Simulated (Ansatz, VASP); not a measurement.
One calculation of ZrC, two programs

```xyz
2
Lattice="0.0000 2.3502 2.3502 2.3502 0.0000 2.3502 2.3502 2.3502 0.0000" Properties=species:S:1:pos:R:3 pbc="T T T"
Zr    2.3502    2.3502    2.3502
C     0.0000    0.0000    0.0000
```

Alike in both runs: task single point; functional PBE; k mesh 15 × 15 × 15; occupations fermi-dirac, width 0.05 eV; non-collinear spin, spin-orbit coupling.

```csv
,VASP,Ansatz
version,VASP 6.6.1,Ansatz 0.2.0
potentials or method,"VASP PAW PBE potentials, release 64 (Zr_sv, C), cutoff 520 eV",all-electron LAPW
```

```csv
,VASP,Ansatz,Ansatz less VASP
pressure (GPa),1.4,1.2,-0.20
net moment per atom (μB),0.00,0.00,0.000
```

Ansatz ran all-electron here, and VASP with PAW potentials.
